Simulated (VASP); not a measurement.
# Mg (Pm-3m) in VASP: further runs

The runs below take Mg through single point, relaxation of cell and atoms, with PBE.

Program: VASP 6.6.1. These are calculated values, not measurements. Logs are shortened: lines on timing, memory, paths and dates and some standing lists are left out, and cuts for length are marked.

## Step 1: The cell of the first run

The structure is cubic, space group Pm-3m (No. 221). The conventional cell has a = 2.862 Å, b = 2.862 Å, c = 2.862 Å, α = 90.00°, β = 90.00°, γ = 90.00°. Mg (site symmetry m-3m) has 6 Mg at 2.86 Å within 3.8 Å.

This isn't the form of Mg at room conditions, which is hcp.

## Step 2: Single point, PBE

The input, INCAR:

```
PREC = Accurate
ENCUT = 600
EDIFF = 1E-6
ISMEAR = 0
SIGMA = 0.1
LREAL = F
LASPH = T
NELM = 120
ALGO = Normal
ISIF = 2
LWAVE = F
LCHARG = F
GGA = PE
NBANDS = 7
GGA_COMPAT = F
```

The input, KPOINTS:

```
regular mesh
0
Gamma
  6 6 6
```

The input, POSCAR:

```
Mg
1.0
    2.8624405726      0.0000000000      0.0000000000
    0.0000000000      2.8624405726      0.0000000000
    0.0000000000      0.0000000000      2.8624405726
Mg
1
Direct
    0.0000000000      0.0000000000      0.0000000000
```

Potentials or basis: VASP PAW PBE potentials, release 64 (Mg).

Started as:

```sh
$ cat potpaw_PBE.64/Mg/POTCAR > POTCAR
$ mpirun -np 1 vasp_std > vasp.out
```

OUTCAR:

```text
PREC = Accurate
   ENCUT = 600
   EDIFF = 1E-6
   ISMEAR = 0
   LREAL = F
   LASPH = T
   NELM = 120
   ISIF = 2
   GGA = PE

 ion  position               nearest neighbor table
   1  0.000  0.000  0.000-

  LATTYP: Found a simple cubic cell.
 ALAT       =     2.8624405726

  Lattice vectors:

 A1 = (   2.8624405726,   0.0000000000,   0.0000000000)
 A2 = (   0.0000000000,   2.8624405726,   0.0000000000)
 A3 = (   0.0000000000,   0.0000000000,   2.8624405726)

Analysis of symmetry for initial positions (statically):
=====================================================================
 Subroutine PRICEL returns:
 Original cell was already a primitive cell.

 Routine SETGRP: Setting up the symmetry group for a
 simple cubic supercell.

 Subroutine GETGRP returns: Found 48 space group operations
 (whereof 48 operations were pure point group operations)
 out of a pool of 48 trial point group operations.

The static configuration has the point symmetry O_h .

Analysis of symmetry for dynamics (positions and initial velocities):
=====================================================================
 Subroutine PRICEL returns:
 Original cell was already a primitive cell.

 Routine SETGRP: Setting up the symmetry group for a
 simple cubic supercell.

 Subroutine GETGRP returns: Found 48 space group operations
 (whereof 48 operations were pure point group operations)
 out of a pool of 48 trial point group operations.

The dynamic configuration has the point symmetry O_h .

 Subroutine INISYM returns: Found 48 space group operations
 (whereof 48 operations are pure point group operations),
 and found     1 'primitive' translations

----------------------------------------------------------------------------------------

                                     Primitive cell

  volume of cell :      23.4536

  direct lattice vectors                    reciprocal lattice vectors
     2.862440573  0.000000000  0.000000000     0.349352231  0.000000000  0.000000000
     0.000000000  2.862440573  0.000000000     0.000000000  0.349352231  0.000000000
     0.000000000  0.000000000  2.862440573     0.000000000  0.000000000  0.349352231

  length of vectors
     2.862440573  2.862440573  2.862440573     0.349352231  0.349352231  0.349352231

  position of ions in fractional coordinates (direct lattice)
     0.000000000  0.000000000  0.000000000

  ion indices of the primitive-cell ions
   primitive index   ion index
                 1           1

----------------------------------------------------------------------------------------

 KPOINTS: regular mesh

Automatic generation of k-mesh.
 Grid dimensions read from file:
 generate k-points for:    6    6    6

 Generating k-lattice:

  Cartesian coordinates                     Fractional coordinates (reciprocal lattice)
     0.058225372  0.000000000  0.000000000     0.166666667  0.000000000  0.000000000
     0.000000000  0.058225372  0.000000000     0.000000000  0.166666667  0.000000000
     0.000000000  0.000000000  0.058225372     0.000000000  0.000000000  0.166666667

  Length of vectors
     0.058225372  0.058225372  0.058225372

  Shift w.r.t. Gamma in fractional coordinates (k-lattice)
     0.000000000  0.000000000  0.000000000

 Subroutine IBZKPT returns following result:
 ===========================================

 Found     20 irreducible k-points:

 Following reciprocal coordinates:
            Coordinates               Weight
  0.000000  0.000000  0.000000      1.000000
  0.166667  0.000000  0.000000      6.000000
  0.333333  0.000000  0.000000      6.000000
  0.500000  0.000000  0.000000      3.000000
  0.166667  0.166667  0.000000     12.000000
  0.333333  0.166667  0.000000     24.000000
  0.500000  0.166667  0.000000     12.000000
  0.333333  0.333333  0.000000     12.000000
  0.500000  0.333333  0.000000     12.000000
  0.500000  0.500000  0.000000      3.000000
  0.166667  0.166667  0.166667      8.000000
  0.333333  0.166667  0.166667     24.000000
  0.500000  0.166667  0.166667     12.000000
  0.333333  0.333333  0.166667     24.000000
  0.500000  0.333333  0.166667     24.000000
  0.500000  0.500000  0.166667      6.000000
  0.333333  0.333333  0.333333      8.000000
  0.500000  0.333333  0.333333     12.000000
  0.500000  0.500000  0.333333      6.000000
  0.500000  0.500000  0.500000      1.000000
   k-points           NKPTS =     20   k-points in BZ     NKDIM =     20   number of bands    NBANDS=      7
   number of dos      NEDOS =    301   number of ions     NIONS =      1
   total plane-waves  NPLWV =  13824
   dimension x,y,z NGX =    24 NGY =   24 NGZ =   24
   dimension x,y,z NGXF=    48 NGYF=   48 NGZF=   48
   ions per type =               1
   NGX,Y,Z   is equivalent  to a cutoff of  13.94, 13.94, 13.94 a.u.
   NGXF,Y,Z  is equivalent  to a cutoff of  27.88, 27.88, 27.88 a.u.
 SYSTEM =  unknown system
   PREC   = accura    normal or accurate (medium, high low for compatibility)
   ISTART =      0    job   : 0-new  1-cont  2-samecut
   ICHARG =      2    charge: 1-file 2-atom 10-const
   ISPIN  =      1    spin polarized calculation?
   LNONCOLLINEAR =      F non collinear calculations
   LSORBIT =      F    spin-orbit coupling
   LASPH  =      T    aspherical Exc in radial PAW
   ENCUT  =  600.0 eV  44.10 Ry    6.64 a.u.   5.72  5.72  5.72*2*pi/ulx,y,z
   NELM   =    120;   NELMIN=  2; NELMDL= -5     # of ELM steps
   EDIFF  = 0.1E-05   stopping-criterion for ELM
   LREAL  =      F    real-space projection
   EDIFFG = 0.1E-04   stopping-criterion for IOM
   NSW    =      0    number of steps for IOM
   IBRION =     -1    ionic relax: 0-MD 1-quasi-New 2-CG
   NFREE  =      0    steps in history (QN), initial steepest desc. (CG)
   ISIF   =      2    stress and relaxation
   ISYM   =      2    0-nonsym 1-usesym 2-fastsym
   POTIM  = 0.5000    time-step for ionic-motion
   TEBEG  =    0.0;   TEEND  =   0.0 temperature during run
   PSTRESS=    0.0 pullay stress
   NELECT =       2.0000    total number of electrons
   NUPDOWN=      -1.0000    fix difference up-down
   EMIN   =  10.00;   EMAX   =-10.00  energy-range for DOS
   EFERMI =   0.00;   METHOD = LEGACY
   ISMEAR =     0;   SIGMA  =   0.10  broadening in eV -4-tet -1-fermi 0-gaus
   EFERMI_NEDOS =   21; number of points for ismear=-14 and -15
   IALGO  =     38    algorithm
   IMIX   =      4    mixing-type and parameters
     AMIX     =   0.40;   BMIX     =  1.00
     AMIX_MAG =   1.60;   BMIX_MAG =  1.00
  volume/ion in A,a.u.               =      23.45       158.27
  Fermi-wavevector in a.u.,A,eV,Ry     =   0.720579  1.361697  7.064611  0.519234
  Thomas-Fermi vector in A             =   1.810067
   LORBIT       =      0    0 simple, 1 ext, 2 COOP (PROOUT), +10 PAW based schemes
   GGA     = PE    functional components
   LHFCALC =     F    Hartree Fock is set to
   AEXX    =    0.0000 exact exchange contribution
   IVDW    =     0    specifies the selected vdW correction
   LEPSILON=     F    determine dielectric tensor
   LRPA    =     F    only Hartree local field effects (RPA)
 non-spin polarized calculation
 Gauss-broadening in eV      SIGMA  =   0.10
  energy-cutoff  :      600.00
  volume of cell :       23.45
 maximum number of plane-waves:       804
 NGX is ok and might be reduce to    24
   NGX = 11   NGY = 11   NGZ = 11

 number of electron       2.0000000 magnetization

 Free energy of the ion-electron system (eV)
  ---------------------------------------------------
  ext. energy  EPLUGINS =         0.00000000
  ---------------------------------------------------
  free energy    TOTEN  =        -1.05125352 eV

  energy without entropy =       -1.04092494  energy(sigma->0) =       -1.04608923

 E-fermi :   2.5025     XC(G=0):  -8.3983

 val. band max:        2.0717646356   @ k =   0.5000   0.3333   0.0000
 cond. band min:       2.5372865275   @ k =   0.5000   0.3333   0.1667
 fundamental gap:      0.4655218919
 Fermi energy:         2.5025238852

 k-point     1 :       0.0000    0.0000    0.0000
  band No.  band energies     occupation
      1      -4.3443      2.00000
      2      11.1550      0.00000
      3      11.1550      0.00000
      4      13.1324      0.00000
      5      13.1324      0.00000
      6      13.1324      0.00000
      7      18.2046      0.00000

 k-point     2 :       0.1667    0.0000    0.0000
  band No.  band energies     occupation
      1      -3.8347      2.00000
      2       7.5614      0.00000
      3      11.6005      0.00000
      4      13.5437      0.00000
      5      13.5437      0.00000
      6      15.4814      0.00000
      7      20.5814      0.00000

 k-point     3 :       0.3333    0.0000    0.0000
  band No.  band energies     occupation
      1      -2.3223      2.00000
      2       3.4939      0.00000
      3      12.8237      0.00000
      4      14.7809      0.00000
      5      14.7809      0.00000
      6      17.3746      0.00000
      7      19.8213      0.00000

 k-point     4 :       0.5000    0.0000    0.0000
  band No.  band energies     occupation
      1       0.0858      2.00000
      2       0.2078      2.00000
      3      13.8656      0.00000
      4      16.6444      0.00000
      5      16.6444      0.00000
      6      17.1096      0.00000
      7      17.1096      0.00000

 k-point     5 :       0.1667    0.1667    0.0000
  band No.  band energies     occupation
      1      -3.3274      2.00000
      2       7.5003      0.00000
      3       8.7297      0.00000
      4      13.9554      0.00000
      5      14.1364      0.00000
      6      18.5838      0.00000
      7      19.7020      0.00000

 k-point     6 :       0.3333    0.1667    0.0000
  band No.  band energies     occupation
      1      -1.8222      2.00000
      2       3.9508      0.00000
      3       9.5772      0.00000
      4      14.2976      0.00000
      5      15.1915      0.00000
      6      17.0372      0.00000
      7      20.1416      0.00000

 k-point     7 :       0.5000    0.1667    0.0000
  band No.  band energies     occupation
      1       0.5924      2.00000
      2       0.6756      2.00000
      3      11.4212      0.00000
      4      12.1826      0.00000
      5      17.0938      0.00000
      6      17.4384      0.00000
      7      18.2530      0.00000

 k-point     8 :       0.3333    0.3333    0.0000
  band No.  band energies     occupation
      1      -0.3387      2.00000
      2       4.8355      0.00000
      3       6.0809      0.00000
      4      10.9798      0.00000
      5      16.4099      0.00000
      6      17.9157      0.00000
      7      20.3864      0.00000

 k-point     9 :       0.5000    0.3333    0.0000
  band No.  band energies     occupation
      1       2.0711      2.00000
      2       2.0718      2.00000
      3       7.8182      0.00000
      4       7.9019      0.00000
      5      18.3350      0.00000
      6      18.3989      0.00000
      7      20.1049      0.00000

 k-point    10 :       0.5000    0.5000    0.0000
  band No.  band energies     occupation
      1       3.9480      0.00000
      2       3.9480      0.00000
      3       5.0593      0.00000
      4       5.1723      0.00000
      5      19.4127      0.00000
      6      19.4127      0.00000
      7      21.4555      0.00000

 k-point    11 :       0.1667    0.1667    0.1667
  band No.  band energies     occupation
      1      -2.8226      2.00000
      2       7.9499      0.00000
      3       7.9499      0.00000
      4      10.5848      0.00000
      5      18.3042      0.00000
      6      18.3042      0.00000
      7      20.1290      0.00000

 k-point    12 :       0.3333    0.1667    0.1667
  band No.  band energies     occupation
      1      -1.3247      2.00000
      2       4.4043      0.00000
      3       9.2792      0.00000
      4      11.3346      0.00000
      5      14.9555      0.00000
      6      16.6724      0.00000
      7      20.6610      0.00000

 k-point    13 :       0.5000    0.1667    0.1667
  band No.  band energies     occupation
      1       1.0934      2.00000
      2       1.1430      2.00000
      3      10.9144      0.00000
      4      12.4393      0.00000
      5      12.8714      0.00000
      6      14.4398      0.00000
      7      21.8725      0.00000

 k-point    14 :       0.3333    0.3333    0.1667
  band No.  band energies     occupation
      1       0.1508      2.00000
      2       5.2859      0.00000
      3       6.4865      0.00000
      4      11.0415      0.00000
      5      12.4929      0.00000
      6      16.3559      0.00000
      7      19.0403      0.00000

 k-point    15 :       0.5000    0.3333    0.1667
  band No.  band energies     occupation
      1       2.5373      0.62299
      2       2.5547      0.46034
      3       8.1670      0.00000
      4       8.3670      0.00000
      5      14.0199      0.00000
      6      14.4516      0.00000
      7      20.0678      0.00000

 k-point    16 :       0.5000    0.5000    0.1667
  band No.  band energies     occupation
      1       4.3977      0.00000
      2       4.3977      0.00000
      3       5.5443      0.00000
      4       5.6280      0.00000
      5      15.4353      0.00000
      6      15.4353      0.00000
      7      18.0895      0.00000

 k-point    17 :       0.3333    0.3333    0.3333
  band No.  band energies     occupation
      1       1.6016      2.00000
      2       6.6337      0.00000
      3       6.6337      0.00000
      4       9.0205      0.00000
      5      12.2318      0.00000
      6      12.2318      0.00000
      7      15.8605      0.00000

 k-point    18 :       0.5000    0.3333    0.3333
  band No.  band energies     occupation
      1       3.9233      0.00000
      2       3.9646      0.00000
      3       8.4926      0.00000
      4       9.4371      0.00000
      5      10.0837      0.00000
      6      11.2788      0.00000
      7      16.1526      0.00000

 k-point    19 :       0.5000    0.5000    0.3333
  band No.  band energies     occupation
      1       5.7474      0.00000
      2       5.7474      0.00000
      3       6.8062      0.00000
      4       6.9474      0.00000
      5      11.3050      0.00000
      6      11.3050      0.00000
      7      13.6491      0.00000

 k-point    20 :       0.5000    0.5000    0.5000
  band No.  band energies     occupation
      1       7.6839      0.00000
      2       7.6839      0.00000
      3       7.6839      0.00000
      4       8.4307      0.00000
      5       8.4307      0.00000
      6       8.4307      0.00000
      7      11.1523      0.00000

------------------------ aborting loop because EDIFF is reached ----------------------------------------

  FORCE on cell =-STRESS in cart. coord.  units (eV):
  Direction    XX          YY          ZZ          XY          YZ          ZX
  --------------------------------------------------------------------------------------
  -------------------------------------------------------------------------------------
  Total        0.7336530      0.7336530      0.7336530      0.0000000     -0.0000000      0.0000000
  in kB       50.1177792     50.1177792     50.1177792      0.0000000     -0.0000000      0.0000000
  external PRESSURE =      50.1177792 kB  Pullay stress =       0.0000000 kB

 VOLUME and BASIS-vectors are now :
 -----------------------------------------------------------------------------
  energy-cutoff  :      600.00
  volume of cell :       23.45
      direct lattice vectors                 reciprocal lattice vectors
     2.862440573  0.000000000  0.000000000     0.349352231  0.000000000  0.000000000
     0.000000000  2.862440573  0.000000000     0.000000000  0.349352231  0.000000000
     0.000000000  0.000000000  2.862440573     0.000000000  0.000000000  0.349352231

 POSITION                                       TOTAL-FORCE (eV/Angst)
 -----------------------------------------------------------------------------------
      0.00000      0.00000      0.00000         0.000000      0.000000      0.000000
 -----------------------------------------------------------------------------------
    total drift:                                0.000000     -0.000000     -0.000000

  FREE ENERGIE OF THE ION-ELECTRON SYSTEM (eV)
  ---------------------------------------------------
  free  energy   TOTEN  =        -1.0512535199 eV

  energy  without entropy=       -1.0409249431  energy(sigma->0) =       -1.04608923
```

It took 7.6 s on 1 thread of Intel Xeon 8259CL, shared host; peak memory 0.1 GiB.

Results:

```yaml
Free_energy: -1.0513 eV
Pressure: 5.0 GPa
Band_gap_on_the_k_mesh: zero (bands 1 and 2 overlap by 7.48 eV)
```

Levels at points of the mesh, in eV from the Fermi level:
| k point | band 1 | band 2 | band 3 | band 4 | band 5 |
| --- | --- | --- | --- | --- | --- |
| (0.00, 0.00, 0.00) | -6.85 | 8.65 | 8.65 | 10.63 | 10.63 |
| (0.50, 0.00, 0.00) | -2.42 | -2.29 | 11.36 | 14.14 | 14.14 |
| (0.50, 0.50, 0.00) | 1.45 | 1.45 | 2.56 | 2.67 | 16.91 |
| (0.50, 0.50, 0.50) | 5.18 | 5.18 | 5.18 | 5.93 | 5.93 |

Caveat: the k points lie up to 0.37 Å⁻¹ apart, too coarse for converged energies and pressures of a metal.

## Step 3: Single point, PBE

This run uses another cell than the first one, of 27.97 Å³/atom.

The input, INCAR:

```
ALGO = Normal ; EDIFF = 1E-6
ENCUT = 600 ; GGA = PE
GGA_COMPAT = False ; ISIF = 2
ISMEAR = 0 ; LASPH = True
LCHARG = False ; LREAL = False
LWAVE = False ; NBANDS = 7
NELM = 120 ; PREC = Accurate
SIGMA = 0.1
```

The input, KPOINTS:

```
k-points
0
Gamma
  6 6 6
```

The input, POSCAR:

```
Mg
1.0
    3.0354426261      0.0000000000      0.0000000000
    0.0000000000      3.0354426261      0.0000000000
    0.0000000000      0.0000000000      3.0354426261
Mg
1
Direct
    0.0000000000      0.0000000000      0.0000000000
```

Potentials or basis: VASP PAW PBE potentials, release 64 (Mg).

Started as:

```sh
$ cat potpaw_PBE.64/Mg/POTCAR > POTCAR
$ mpirun -np 1 vasp_std > vasp.out
```

Wall time 7.3 s (1 thread of Intel Xeon 8259CL, shared host); peak memory 0.1 GiB.

It converged, with:

```yaml
Free_energy: -1.1179 eV
Pressure: 0.0 GPa
Band_gap_on_the_k_mesh: zero (bands 1 and 2 overlap by 6.34 eV)
```

Levels at points of the mesh, in eV from the Fermi level:
| k point | band 1 | band 2 | band 3 | band 4 | band 5 | band 6 |
| --- | --- | --- | --- | --- | --- | --- |
| (0.00, 0.00, 0.00) | -6.01 | 8.16 | 8.16 | 9.47 | 9.47 | 9.47 |
| (0.50, 0.00, 0.00) | -2.23 | -1.78 | 10.54 | 12.78 | 12.78 | 13.06 |
| (0.50, 0.50, 0.00) | 1.41 | 1.41 | 2.08 | 2.81 | 15.49 | 15.49 |
| (0.50, 0.50, 0.50) | 4.56 | 4.56 | 4.56 | 5.78 | 5.78 | 5.78 |

## Step 4: Relaxation of cell and atoms, PBE

The input, INCAR:

```
ALGO = Normal ; EDIFF = 1E-7
EDIFFG = -0.04 ; ENCUT = 600
GGA = PE ; GGA_COMPAT = False
IBRION = 2 ; ISIF = 3
ISMEAR = 0 ; LASPH = True
LCHARG = False ; LREAL = False
LWAVE = False ; NELM = 120
NELMIN = 4 ; NSW = 90
PREC = Accurate ; SIGMA = 0.1
```

KPOINTS is that of step 3.

The input, POSCAR:

```
Mg
1.0
    2.8624405726      0.0000000000      0.0000000000
    0.0000000000      2.8624405726      0.0000000000
    0.0000000000      0.0000000000      2.8624405726
Mg
1
Direct
    0.0000000000      0.0000000000      0.0000000000
```

Started as:

```sh
$ cat potpaw_PBE.64/Mg/POTCAR > POTCAR
$ mpirun -np 1 vasp_std > vasp.out
```

It took 14 s on 1 thread of Intel Xeon 8259CL, shared host; peak memory 0.11 GiB.

It converged, with:

| Property | Result |
| --- | --- |
| Free energy | -1.1179 eV |
| Relaxed volume | 28.09 Å³/atom |
| Relaxed cell | a = 3.040 Å, b = 3.040 Å, c = 3.040 Å, α = 90.00°, β = 90.00°, γ = 90.00° |
| Space group after relaxing (to 0.1 Å) | Pm-3m (No. 221) |
| Energy gained by relaxing | 66.6 meV/atom |
| Ionic steps | 3 |
| Pressure after relaxing | -0.1 GPa |
| Band gap on the k mesh | zero (bands 1 and 2 overlap by 6.32 eV) |

Step by step:
| step | energy change (eV) | largest force (eV/Å) | pressure (GPa) | volume (Å³) |
| --- | --- | --- | --- | --- |
| 1 | 0.0000 | 0.0000 | 5.01 | 23.45 |
| 2 | -0.0557 | 0.0000 | 1.94 | 26.03 |
| 3 | -0.0666 | 0.0000 | -0.09 | 28.09 |

Final structure:
```xyz
1
Lattice="3.0398 0.0000 0.0000 0.0000 3.0398 0.0000 0.0000 0.0000 3.0398" Properties=species:S:1:pos:R:3 pbc="T T T"
Mg    0.0000    0.0000    0.0000
```

Levels at points of the mesh, in eV from the Fermi level:
| k point | band 1 | band 2 | band 3 | band 4 |
| --- | --- | --- | --- | --- |
| (0.00, 0.00, 0.00) | -5.99 | 8.15 | 8.15 | 9.45 |
| (0.50, 0.00, 0.00) | -2.22 | -1.77 | 10.52 | 13.04 |
| (0.50, 0.50, 0.00) | 1.41 | 1.41 | 2.06 | 2.82 |
| (0.50, 0.50, 0.50) | 4.55 | 4.55 | 4.55 | 5.78 |

Caveat: the k points lie up to 0.34 Å⁻¹ apart in the final cell, too coarse for converged energies and pressures of a metal; the volume moved by over 15 % at a fixed basis, so the end points are rough.

(Continued in part 2 of 2.)

The gap in the log of VASP goes by the Fermi energy; the results here count the filled bands.